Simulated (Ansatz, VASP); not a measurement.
## Two plane-wave programs on BAs

INCAR

```
SYSTEM = BAs
  ALGO = Normal
  EDIFF = 1E-6
  EDIFFG = -0.01
  ENCUT = 600
  GGA = PE
  IBRION = 2
  ISIF = 3
  ISMEAR = 0
  LASPH = .True.
  LCHARG = .False.
  LREAL = .False.
  LWAVE = .False.
  NELM = 60
  NSW = 100
  PREC = Accurate
  SIGMA = 0.01
```

The input KPOINTS:

```
k-points
0
Gamma
  6 6 12
  0 0 0
```

POSCAR

```
BAs
1.0
    5.8218555870      0.0000000000      0.0000000000
    0.0000000000      5.8218555870      0.0000000000
    0.0000000000      0.0000000000      3.2914327400
B As
4 4
Direct
    0.6714636389      0.6714636389      0.5000000000
    0.1714636389      0.8285363611      0.2500000000
    0.3285363611      0.3285363611      0.0000000000
    0.8285363611      0.1714636389      0.7500000000
    0.8260847508      0.8260847508      0.0000000000
    0.3260847508      0.6739152492      0.7500000000
    0.1739152492      0.1739152492      0.5000000000
    0.6739152492      0.3260847508      0.2500000000
```

Input for Ansatz:

```yaml
crystal:
  lattice:
    - [5.821855587, 0.0, 0.0]
    - [0.0, 5.821855587, 0.0]
    - [0.0, 0.0, 3.29143274]
  atoms:
    - { symbol: B, position: [0.6714636389, 0.6714636389, 0.5] }
    - { symbol: B, position: [0.1714636389, 0.8285363611, 0.25] }
    - { symbol: B, position: [0.3285363611, 0.3285363611, 0.0] }
    - { symbol: B, position: [0.8285363611, 0.1714636389, 0.75] }
    - { symbol: As, position: [0.8260847508, 0.8260847508, 0.0] }
    - { symbol: As, position: [0.3260847508, 0.6739152492, 0.75] }
    - { symbol: As, position: [0.1739152492, 0.1739152492, 0.5] }
    - { symbol: As, position: [0.6739152492, 0.3260847508, 0.25] }
basis:
  ecutwfc: 420
kpoints:
  mp_grid: { grid: [6, 6, 12] }
hamiltonian:
  xc: pbe
scf:
  occupations: { method: gaussian, width: 0.01 }
output:
  forces: true
  stress: true
  eigenvalues: true
relax:
  adjacent_minimum: "off"
  f_tol: 0.01
  max_steps: 80
  cell: { stress_tol: 0.05 }
```

Alike in both runs: task relaxation of cell and atoms; functional PBE; k mesh 6 × 6 × 12; occupations gaussian, width 0.01 eV; no spin polarisation.

```csv
,VASP,Ansatz
version,VASP 6.6.1,Ansatz 0.2.0
potentials or method,"VASP PAW PBE potentials, release 64 (B, As), cutoff 600 eV","scalar-relativistic, plane waves, PAW"
valence electrons in the cell,32,72
```

|  | VASP | Ansatz | Ansatz less VASP |
| --- | --- | --- | --- |
| gap on the k mesh at the Fermi level, each at its own relaxed structure (eV) | none | none | - |
| relaxed volume (Å³/atom) | 14.03 | 13.98 | -0.056 |
| relaxed cell length with the largest relative difference (Å) | 5.835 | 5.827 | -0.0078 |

A gap of «none» marks a metal or a gap that the smearing closes. VASP's potentials hold 32 valence electrons a cell and Ansatz's 72, so a difference there can come from the potentials and not from the codes.
